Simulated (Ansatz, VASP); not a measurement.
## TaN: VASP beside Ansatz

```
Ta N
1.0
     2.99601    0.00000    0.00000
    -1.49801    2.59462    0.00000
     0.00000    0.00000    6.04565
Ta N
2 2
Direct
  0.33333 0.66667 0.03010
  0.66667 0.33333 0.53010
  0.33333 0.66667 0.35490
  0.66667 0.33333 0.85490
```

Alike in both runs: task single point; functional PBEsol; k mesh 18 × 18 × 8; occupations gaussian, width 0.15 eV; no spin polarisation.

|  | VASP | Ansatz |
| --- | --- | --- |
| version | VASP 6.6.1 | Ansatz 0.2.0 |
| potentials or method | VASP PAW PBE potentials, release 64 (Ta_pv, N), cutoff 520 eV | scalar-relativistic, plane waves, PAW |
| valence electrons in the cell | 32 | 36 |

VASP gave:

| Property | Result |
| --- | --- |
| gap on the k mesh at the Fermi level (eV) | none |
| pressure (GPa) | 25.7 |
| traceless stress, the component that is largest in VASP (GPa) | -7.56 |
| rms of the force components (eV/Å) | 0.555 |

**Question.** What did Ansatz give for the same quantities?

**Answer.** gap on the k mesh at the Fermi level (eV): none; pressure (GPa): 24.5; traceless stress, the component that is largest in VASP (GPa): -8.02; rms of the force components (eV/Å): 0.554.

VASP's potentials were made for PBE, not for PBEsol, and Ansatz warns of the same on its side. Atom by atom the forces differ by 0.000 eV/Å (rms over components). A gap of «none» marks a metal or a gap that the smearing closes. With one functional, cell and mesh, what is left measures potentials, basis and numerics. VASP's potentials hold 32 valence electrons a cell and Ansatz's 36, so a difference there can come from the potentials and not from the codes.

Neither program's run includes spin-orbit coupling.
